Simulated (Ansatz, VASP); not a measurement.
# Two plane-wave programs on Al3Ge2Ru

```
CELL_PARAMETERS angstrom
3.23372 0.00000 0.00000
0.00000 3.23372 0.00000
0.00000 0.00000 9.10377
ATOMIC_POSITIONS crystal
Al 0.00000 0.00000 0.00000
Al 0.00000 0.00000 0.64616
Al 0.00000 0.00000 0.35384
Ge 0.50000 0.50000 0.81921
Ge 0.50000 0.50000 0.18079
Ru 0.50000 0.50000 0.50000
```

Change from the starting cell: species swapped into the MgSc3Ru2 type (P4/mmm, No. 123).

Alike in both runs: functional PBE; k mesh 6 × 6 × 2; occupations gaussian, width 0.1 eV; no spin polarisation.

Ansatz relaxed the structure, and its values are those at the end. VASP's run is a single point on that final structure, the one shown.

|  | VASP | Ansatz |
| --- | --- | --- |
| version | VASP 6.6.1 | Ansatz 0.2.0 |
| potentials or method | VASP PAW PBE potentials, release 64 (Al, Ge_d, Ru_pv), cutoff 520 eV | scalar-relativistic, plane waves, PAW |
| valence electrons in the cell | 51 | 53 |

```csv
,VASP,Ansatz,Ansatz less VASP
gap on the k mesh at the Fermi level (eV),none,none,-
pressure (GPa),-0.3,-0.3,-0.01
rms of the force components (eV/Å),0.011,0.011,-0.0008
```

A gap of «none» marks a metal or a gap that the smearing closes. With one functional, cell and mesh, what is left measures potentials, basis and numerics. VASP's potentials hold 51 valence electrons a cell and Ansatz's 53, so a difference there can come from the potentials and not from the codes.
